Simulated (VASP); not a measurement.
CdF2: single point with RPBE

CdF2:

```xyz
3
Lattice="0.0000 2.5816 2.5816 2.5816 0.0000 2.5816 2.5816 2.5816 0.0000" Properties=species:S:1:pos:R:3 pbc="T T T"
Cd    0.0000    0.0000    0.0000
F     1.2908    1.2908    1.2908
F     3.8724    3.8724    3.8724
```

| Quantity | Value |
| --- | --- |
| Program | VASP 6.6.1 |
| Task | single point |
| Functional | RPBE |
| Potentials or basis | VASP PAW PBE potentials, release 64 (Cd, F) |
| Cutoff | 520 eV |
| k mesh | 6 × 6 × 6 |
| Occupations | fermi-dirac, width 0.3 eV |
| Spin | no spin polarisation |
| Dipole correction | no |
| Further INCAR settings | ALGO = Normal; EDIFF = 1e-06; NBANDS = 20 |

* Pressure: 33.2 GPa
* Band gap on the k mesh: 3.76 eV, indirect (least direct gap 4.05 eV)

Levels at points of the mesh, in eV from the valence-band top:
```
           k point  band 11  band 12  band 13  band 14  band 15  band 16
(0.00, 0.00, 0.00)    -0.29    -0.29    -0.29     3.76    13.52    13.52
(0.50, 0.00, 0.00)    -2.34    -0.27    -0.27     8.33     9.87    15.85
(0.50, 0.50, 0.00)    -0.75    -0.08    -0.08     9.23    10.60    12.58
```

It took 11 s on 1 thread of AMD EPYC 7R13 Processor (Zen 3) (shared host), peak memory 0.12 GiB.

Caveat: the PAW data sets were made with another functional, which shifts forces and pressure a little. A k mesh can miss the band edges.
